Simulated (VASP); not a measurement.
# ZnAu (P4/mmm) in VASP: a series of runs

ZnAu is run at these levels: PBE; tasks: single point.

Everything below comes from runs of VASP 6.6.1. Logs are shortened: lines on timing, memory, paths and dates and some standing lists are left out, and cuts for length are marked.

**1. The cell of the first run**

It takes space group P4/mmm (No. 123, tetragonal). The conventional cell has a = 3.419 Å, b = 3.419 Å, c = 2.667 Å, α = 90.00°, β = 90.00°, γ = 90.00°. Within 3.5 Å of Zn (site symmetry 4/mmm) lie 6 Zn at 2.67 to 3.42 Å and 8 Au at 2.76 Å. Au (site symmetry 4/mmm) has 6 Au at 2.67 to 3.42 Å and 8 Zn at 2.76 Å within 3.5 Å.

**2. Single point, PBE**

INCAR

```
ALGO = Fast
EDIFF = 1E-7
ENCUT = 520
GGA = PE
ISIF = 2
ISMEAR = 0
LASPH = T
LCHARG = F
LREAL = F
LWAVE = F
NBANDS = 18
NELM = 100
PREC = Accurate
SIGMA = 0.15
```

KPOINTS

```
k-points
0
Gamma
  16 16 16
```

POSCAR

```
ZnAu
1.0
    3.4187331934      0.0000000000      0.0000000000
    0.0000000000      3.4187331934      0.0000000000
    0.0000000000      0.0000000000      2.6666118909
Zn Au
1 1
Direct
    0.5000000000      0.5000000000      0.5000000000
    0.0000000000      0.0000000000      0.0000000000
```

Potentials or basis: VASP PAW PBE potentials, release 64 (Zn, Au).

Run with:

```bash
$ cat potpaw_PBE.64/Zn/POTCAR potpaw_PBE.64/Au/POTCAR > POTCAR
$ mpirun -np 1 vasp_std > vasp.out
```

OUTCAR:

```text
EDIFF = 1E-7
   ENCUT = 520
   GGA = PE
   ISIF = 2
   ISMEAR = 0
   LASPH = T
   LREAL = F
   NELM = 100
   PREC = Accurate

 ion  position               nearest neighbor table
   1  0.500  0.500  0.500-   2 2.76   2 2.76   2 2.76   2 2.76   2 2.76   2 2.76   2 2.76   2 2.76

   2  0.000  0.000  0.000-   1 2.76   1 2.76   1 2.76   1 2.76   1 2.76   1 2.76   1 2.76   1 2.76

  LATTYP: Found a simple tetragonal cell.
 ALAT       =     3.4187331934
 C/A-ratio  =     0.7800000000

  Lattice vectors:

 A1 = (   3.4187331934,   0.0000000000,   0.0000000000)
 A2 = (   0.0000000000,   3.4187331934,   0.0000000000)
 A3 = (   0.0000000000,   0.0000000000,   2.6666118909)

Analysis of symmetry for initial positions (statically):
=====================================================================
 Subroutine PRICEL returns:
 Original cell was already a primitive cell.

 Routine SETGRP: Setting up the symmetry group for a
 simple tetragonal supercell.

 Subroutine GETGRP returns: Found 16 space group operations
 (whereof 16 operations were pure point group operations)
 out of a pool of 16 trial point group operations.

The static configuration has the point symmetry D_4h.

Analysis of symmetry for dynamics (positions and initial velocities):
=====================================================================
 Subroutine PRICEL returns:
 Original cell was already a primitive cell.

 Routine SETGRP: Setting up the symmetry group for a
 simple tetragonal supercell.

 Subroutine GETGRP returns: Found 16 space group operations
 (whereof 16 operations were pure point group operations)
 out of a pool of 16 trial point group operations.

The dynamic configuration has the point symmetry D_4h.

 Subroutine INISYM returns: Found 16 space group operations
 (whereof 16 operations are pure point group operations),
 and found     1 'primitive' translations

----------------------------------------------------------------------------------------

                                     Primitive cell

  volume of cell :      31.1667

  direct lattice vectors                    reciprocal lattice vectors
     3.418733193  0.000000000  0.000000000     0.292506008  0.000000000  0.000000000
     0.000000000  3.418733193  0.000000000     0.000000000  0.292506008  0.000000000
     0.000000000  0.000000000  2.666611891     0.000000000  0.000000000  0.375007703

  length of vectors
     3.418733193  3.418733193  2.666611891     0.292506008  0.292506008  0.375007703

  position of ions in fractional coordinates (direct lattice)
     0.500000000  0.500000000  0.500000000
     0.000000000  0.000000000  0.000000000

  ion indices of the primitive-cell ions
   primitive index   ion index
                 1           1
                 2           2

----------------------------------------------------------------------------------------

 KPOINTS: k-points

Automatic generation of k-mesh.
 Grid dimensions read from file:
 generate k-points for:   16   16   16

 Generating k-lattice:

  Cartesian coordinates                     Fractional coordinates (reciprocal lattice)
     0.018281626  0.000000000  0.000000000     0.062500000  0.000000000  0.000000000
     0.000000000  0.018281626  0.000000000     0.000000000  0.062500000  0.000000000
     0.000000000  0.000000000  0.023437981     0.000000000  0.000000000  0.062500000

  Length of vectors
     0.018281626  0.018281626  0.023437981

  Shift w.r.t. Gamma in fractional coordinates (k-lattice)
     0.000000000  0.000000000  0.000000000

 Subroutine IBZKPT returns following result:
 ===========================================

 Found    405 irreducible k-points:

 Following reciprocal coordinates:
            Coordinates               Weight
  0.000000  0.000000  0.000000      1.000000
  0.062500  0.000000  0.000000      4.000000
  0.125000  0.000000  0.000000      4.000000
  0.187500  0.000000  0.000000      4.000000
  0.250000  0.000000  0.000000      4.000000
  0.312500  0.000000  0.000000      4.000000
[... 16 lines left out ...]
  0.437500  0.125000  0.000000      8.000000
  0.500000  0.125000  0.000000      4.000000
 [... further k-points ...]
   k-points           NKPTS =    405   k-points in BZ     NKDIM =    405   number of bands    NBANDS=     18
   number of dos      NEDOS =    301   number of ions     NIONS =      2
   total plane-waves  NPLWV =  15680
   dimension x,y,z NGX =    28 NGY =   28 NGZ =   20
   dimension x,y,z NGXF=    56 NGYF=   56 NGZF=   40
   ions per type =               1   1
   NGX,Y,Z   is equivalent  to a cutoff of  13.62, 13.62, 12.47 a.u.
   NGXF,Y,Z  is equivalent  to a cutoff of  27.23, 27.23, 24.94 a.u.
 SYSTEM =  unknown system
   PREC   = accura    normal or accurate (medium, high low for compatibility)
   ISTART =      0    job   : 0-new  1-cont  2-samecut
   ICHARG =      2    charge: 1-file 2-atom 10-const
   ISPIN  =      1    spin polarized calculation?
   LNONCOLLINEAR =      F non collinear calculations
   LSORBIT =      F    spin-orbit coupling
   LASPH  =      T    aspherical Exc in radial PAW
   ENCUT  =  520.0 eV  38.22 Ry    6.18 a.u.   6.36  6.36  4.96*2*pi/ulx,y,z
   NELM   =    100;   NELMIN=  2; NELMDL= -5     # of ELM steps
   EDIFF  = 0.1E-06   stopping-criterion for ELM
   LREAL  =      F    real-space projection
   EDIFFG = 0.1E-05   stopping-criterion for IOM
   NSW    =      0    number of steps for IOM
   IBRION =     -1    ionic relax: 0-MD 1-quasi-New 2-CG
   NFREE  =      0    steps in history (QN), initial steepest desc. (CG)
   ISIF   =      2    stress and relaxation
   ISYM   =      2    0-nonsym 1-usesym 2-fastsym
   POTIM  = 0.5000    time-step for ionic-motion
   TEBEG  =    0.0;   TEEND  =   0.0 temperature during run
   PSTRESS=    0.0 pullay stress
   NELECT =      23.0000    total number of electrons
   NUPDOWN=      -1.0000    fix difference up-down
   EMIN   =  10.00;   EMAX   =-10.00  energy-range for DOS
   EFERMI =   0.00;   METHOD = LEGACY
   ISMEAR =     0;   SIGMA  =   0.15  broadening in eV -4-tet -1-fermi 0-gaus
   EFERMI_NEDOS =   21; number of points for ismear=-14 and -15
   IALGO  =     68    algorithm
   IMIX   =      4    mixing-type and parameters
     AMIX     =   0.40;   BMIX     =  1.00
     AMIX_MAG =   1.60;   BMIX_MAG =  1.00
  volume/ion in A,a.u.               =      15.58       105.16
  Fermi-wavevector in a.u.,A,eV,Ry     =   1.479406  2.795672 29.778283  2.188642
  Thomas-Fermi vector in A             =   2.593568
   LORBIT       =      0    0 simple, 1 ext, 2 COOP (PROOUT), +10 PAW based schemes
   GGA     = PE    functional components
   LHFCALC =     F    Hartree Fock is set to
   AEXX    =    0.0000 exact exchange contribution
   IVDW    =     0    specifies the selected vdW correction
   LEPSILON=     F    determine dielectric tensor
   LRPA    =     F    only Hartree local field effects (RPA)
 non-spin polarized calculation
 RMM-DIIS sequential band-by-band and
 Gauss-broadening in eV      SIGMA  =   0.15
  energy-cutoff  :      520.00
  volume of cell :       31.17
 maximum number of plane-waves:       856
 NGX is ok and might be reduce to    28

 number of electron      23.0000010 magnetization

 Free energy of the ion-electron system (eV)
  ---------------------------------------------------
  ext. energy  EPLUGINS =         0.00000000
  ---------------------------------------------------
  free energy    TOTEN  =        -4.60103247 eV

  energy without entropy =       -4.59390163  energy(sigma->0) =       -4.59746705

 E-fermi :   7.1751     XC(G=0): -12.3574

 val. band max:        7.1710576524   @ k =   0.1875   0.0000   0.0000
 cond. band min:       7.1838313544   @ k =   0.3750   0.3750   0.0000
 fundamental gap:      0.0127737020
 Fermi energy:         7.1750730533

 k-point     1 :       0.0000    0.0000    0.0000
  band No.  band energies     occupation
      1      -3.5462      2.00000
      2      -1.2291      2.00000
      3      -1.0301      2.00000
      4      -0.6214      2.00000
      5      -0.1361      2.00000
      6      -0.1361      2.00000
[... 10 lines left out ...]
     17      22.5456      0.00000
     18      22.5457      0.00000

 k-point     2 :       0.0625    0.0000    0.0000
  band No.  band energies     occupation
      1      -3.4892      2.00000
      2      -1.2201      2.00000
      3      -1.0123      2.00000
      4      -0.6158      2.00000
      5      -0.1359      2.00000
      6      -0.1339      2.00000
[... 10 lines left out ...]
     17      22.1057      0.00000
     18      22.3570      0.00000

 k-point     3 :       0.1250    0.0000    0.0000
  band No.  band energies     occupation
      1      -3.3199      2.00000
      2      -1.1941      2.00000
      3      -0.9610      2.00000
      4      -0.5993      2.00000
      5      -0.1352      2.00000
      6      -0.1275      2.00000
[... 10 lines left out ...]
     17      21.4184      0.00000
     18      21.8187      0.00000

 k-point     4 :       0.1875    0.0000    0.0000
  band No.  band energies     occupation
      1      -3.0441      2.00000
      2      -1.1542      2.00000
      3      -0.8827      2.00000
      4      -0.5726      2.00000
      5      -0.1341      2.00000
      6      -0.1180      2.00000
[... 375 lines left out ...]
      4      -0.3478      2.00000
      5      -0.1498      2.00000
      6      -0.0967      2.00000
[... 10 lines left out ...]
     17      21.5108      0.00000
     18      22.6465      0.00000

 k-point    23 :       0.4375    0.1250    0.0000
  band No.  band energies     occupation
      1      -1.3369      2.00000
      2      -1.0400      2.00000
      3      -0.5258      2.00000
      4      -0.2540      2.00000
      5      -0.1453      2.00000
      6      -0.0993      2.00000
[... 10 lines left out ...]
     17      21.9836      0.00000
     18      22.6141      0.00000

 k-point    24 :       0.5000    0.1250    0.0000
  band No.  band energies     occupation
      1      -1.1575      2.00000
      2      -1.0894      2.00000
      3      -0.5183      2.00000
      4      -0.2098      2.00000
      5      -0.1432      2.00000
      6      -0.1007      2.00000
[... 10 lines left out ...]
     17      22.5298      0.00000
     18      22.5638      0.00000

 [... further k-points ...]
[... 5 lines left out ...]
  --------------------------------------------------------------------------------------
  -------------------------------------------------------------------------------------
  Total        0.8650442      0.8650442      3.3613910      0.0000000     -0.0000000      0.0000000
  in kB       44.4691334     44.4691334    172.7982698      0.0000000     -0.0000000      0.0000000
  external PRESSURE =      87.2455122 kB  Pullay stress =       0.0000000 kB

 VOLUME and BASIS-vectors are now :
 -----------------------------------------------------------------------------
  energy-cutoff  :      520.00
  volume of cell :       31.17
      direct lattice vectors                 reciprocal lattice vectors
     3.418733193  0.000000000  0.000000000     0.292506008  0.000000000  0.000000000
     0.000000000  3.418733193  0.000000000     0.000000000  0.292506008  0.000000000
     0.000000000  0.000000000  2.666611891     0.000000000  0.000000000  0.375007703

 POSITION                                       TOTAL-FORCE (eV/Angst)
 -----------------------------------------------------------------------------------
      1.70937      1.70937      1.33331         0.000000      0.000000      0.000000
      0.00000      0.00000      0.00000         0.000000      0.000000      0.000000
 -----------------------------------------------------------------------------------
    total drift:                                0.000000      0.000000      0.000000

  FREE ENERGIE OF THE ION-ELECTRON SYSTEM (eV)
  ---------------------------------------------------
  free  energy   TOTEN  =        -4.6010324749 eV

  energy  without entropy=       -4.5939016262  energy(sigma->0) =       -4.59746705
```

Run time: 5 min. Hardware: 1 thread of Oxide Virtual Turin-like, shared host; peak memory 0.31 GiB.

What came out:

```yaml
Free_energy: -4.6010 eV
Pressure: 8.7 GPa
```

Levels at points of the mesh, in eV from the Fermi level:
```
           k point  band 10  band 11  band 12  band 13  band 14  band 15
(0.00, 0.00, 0.00)    -3.40    -3.40     2.65     2.65     6.44    10.45
(0.50, 0.00, 0.00)    -3.82    -3.48    -3.46     8.07     8.15     8.66
(0.50, 0.50, 0.00)    -3.55    -2.88    -2.88    -1.00     0.99    15.17
(0.00, 0.00, 0.50)    -4.27    -3.73     0.03     9.85    10.09    10.15
(0.50, 0.00, 0.50)    -3.01    -1.65    -1.03     2.87     3.02     9.11
(0.50, 0.50, 0.50)    -2.78     1.93     3.42     3.95     4.29     4.29
```

Caveat: spin-orbit coupling is left out, which moves the levels of the heavy elements.

**3. Single point, PBE**

This run uses another cell than the first one, of the same volume but with other edges.

INCAR

```
SYSTEM = ZnAu
  ALGO = Fast
  EDIFF = 1E-6
  ENCUT = 520
  GGA = PE
  ISIF = 2
  ISMEAR = 0
  LASPH = .True.
  LCHARG = .True.
  LELF = .True.
  LREAL = .False.
  LVHAR = .True.
  LWAVE = .False.
  NBANDS = 18
  NELM = 60
  PREC = Accurate
  SIGMA = 0.15
```

KPOINTS

```
k-points
0
Gamma
  16 16 16
  0 0 0
```

POSCAR

```
ZnAu
1.0
    2.8834712493      0.0000000000      0.0000000000
    0.0000000000      2.8834712493      0.0000000000
    0.0000000000      0.0000000000      3.7485126241
Zn Au
1 1
Direct
    0.5000000000      0.5000000000      0.5000000000
    0.0000000000      0.0000000000      0.0000000000
```

Potentials or basis: VASP PAW PBE potentials, release 64 (Zn, Au).

Run with:

```bash
$ cat potpaw_PBE.64/Zn/POTCAR potpaw_PBE.64/Au/POTCAR > POTCAR
$ mpirun -np 1 vasp_std > vasp.out
```

It took 4.6 min on 1 thread of Oxide Virtual Turin-like, shared host; peak memory 0.31 GiB.

It converged, with:

| Quantity | Value |
| --- | --- |
| Free energy | -4.6867 eV |
| Pressure | 5.6 GPa |

Stress tensor (GPa, compression positive):
```
6.81 0.00 0.00
0.00 6.81 0.00
0.00 0.00 3.28
```

Levels at points of the mesh, in eV from the Fermi level:
```
           k point  band 10  band 11  band 12  band 13  band 14  band 15
(0.00, 0.00, 0.00)    -3.76    -3.28     0.64     5.45     7.83     7.83
(0.50, 0.00, 0.00)    -4.54    -3.85    -1.15     7.13     7.40     8.81
(0.50, 0.50, 0.00)    -2.34    -0.86    -0.86     3.13     3.60     7.68
(0.00, 0.00, 0.50)    -4.29    -4.29    -3.33    11.80    12.04    12.04
(0.50, 0.00, 0.50)    -3.59    -2.54    -2.10     0.80     1.65    12.94
(0.50, 0.50, 0.50)    -2.33     1.95     3.74     3.74     4.52     4.72
```

Caveat: spin-orbit coupling is left out, which moves the levels of the heavy elements.
